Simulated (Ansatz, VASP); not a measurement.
## LiCl: VASP beside Ansatz

```xyz
2
Lattice="0.0000 2.5648 2.5648 2.5648 0.0000 2.5648 2.5648 2.5648 0.0000" Properties=species:S:1:pos:R:3 pbc="T T T"
Li    0.0000    0.0000    0.0000
Cl    2.5648    2.5648    2.6148
```

Alike in both runs: task electric field gradients; functional PBE; k mesh 9 × 9 × 9; occupations fermi-dirac, width 0.03 eV; no spin polarisation.

|  | VASP | Ansatz |
| --- | --- | --- |
| version | VASP 6.6.1 | Ansatz 0.2.0 |
| potentials or method | VASP PAW PBE potentials, release 64 (Li_sv, Cl) | PAW with Ansatz's default frozen-core files, scalar-relativistic |
| plane-wave cutoff (eV) | 520 | 420 |
| valence electrons in the cell | 10 | 10 |

|  | VASP | Ansatz | Ansatz less VASP |
| --- | --- | --- | --- |
| gap on the k mesh at the Fermi level (eV) | 6.34 | 6.33 | -0.013 |
| rms of the force components (eV/Å) | 0.020 | 0.019 | -0.0002 |
| size of Vzz on the site where it differs most (V/Å²) | 0.1 | 0.1 | -0.01 |

Atom by atom the forces differ by 0.000 eV/Å (rms over components). With one functional, cell and mesh, what is left measures potentials, basis and numerics.

Noted on VASP's run: the cutoff is short for stress, so the pressure is rough.
